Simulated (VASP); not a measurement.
Crystal: KCl.

```
K Cl
1.0
     3.83920    0.00000    0.00000
     0.00000    3.83920    0.00000
     0.00000    0.00000    3.83920
K Cl
1 1
Direct
  0.00000 0.00000 0.00000
  0.50000 0.50000 0.50000
```

```yaml
Program: VASP 6.6.1
Task: relaxation of cell and atoms
Functional: PBEsol
Potentials_or_basis: VASP PAW PBE potentials, release 64 (K_sv, Cl)
Cutoff: 600 eV
k_mesh: 7 × 7 × 7
Occupations: fermi-dirac, width 0.05 eV
Spin: no spin polarisation
```

At the start: pressure -1.4 GPa; volume 28.29 Å³/atom.

Problem. How do energy, volume and symmetry change on relaxing?

Solution. Over 4 steps the energy falls by 9.6 meV/atom and the volume is 26.22 Å³/atom (-7.3 %); space group Pm-3m (No. 221, to 0.05 Å).

Step by step:
```csv
step,energy change (eV),largest force (eV/Å),pressure (GPa),volume (Å³)
1,0.0000,0.0000,-1.38,56.59
2,-0.0136,0.0000,-0.80,54.61
3,-0.0192,0.0000,-0.08,52.66
4,-0.0192,0.0000,0.01,52.44
```

Final structure:
```xyz
2
Lattice="3.7430 0.0000 0.0000 0.0000 3.7430 0.0000 0.0000 0.0000 3.7430" Properties=species:S:1:pos:R:3 pbc="T T T"
K     0.0000    0.0000    0.0000
Cl    1.8715    1.8715    1.8715
```

Caveat: the PAW data sets were made with another functional, which shifts forces and pressure a little.
